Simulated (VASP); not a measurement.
LuPb2, 3 atoms in the cell. It takes space group I4/mmm (No. 139, tetragonal). Conventional cell: a = 3.669 Å, b = 3.669 Å, c = 13.120 Å, α = 90.00°, β = 90.00°, γ = 90.00°. Lu (site symmetry 4/mmm) has 10 Pb at 3.40 to 4.37 Å and 4 Lu at 3.67 Å within 4.5 Å. Within 4.5 Å of Pb (site symmetry 4mm) lie 9 Pb at 3.39 to 4.38 Å and 5 Lu at 3.40 to 4.37 Å.  This cell differs from its parent crystal: equal xx and yy strain of -1 %.

* Program: VASP 6.6.1
* Task: single point
* Functional: PBEsol
* Potentials or basis: VASP PAW PBE potentials, release 64 (Lu, Pb_d)
* Cutoff: 600 eV
* k mesh: 12 × 12 × 12
* Occupations: fermi-dirac, width 0.05 eV
* Spin: no spin polarisation
* Dipole correction: no
* Further INCAR settings: ALGO = Normal; EDIFF = 1e-06; NBANDS = 34

Potentials or basis: VASP PAW PBE potentials, release 64 (Lu, Pb_d).

Launch:

```sh
$ cat potpaw_PBE.64/Lu/POTCAR potpaw_PBE.64/Pb_d/POTCAR > POTCAR
$ mpirun -np 1 vasp_std > vasp.out
```

Hardware: 1 thread of Intel(R) Xeon(R) Platinum 8488C (Sapphire Rapids), on a shared host.

Estimate the wall time of this run.

Run time: 20 min on 1 thread of Intel(R) Xeon(R) Platinum 8488C (Sapphire Rapids), on a shared host, peak memory 0.85 GiB. Counts: scf iterations 12, k points 163.
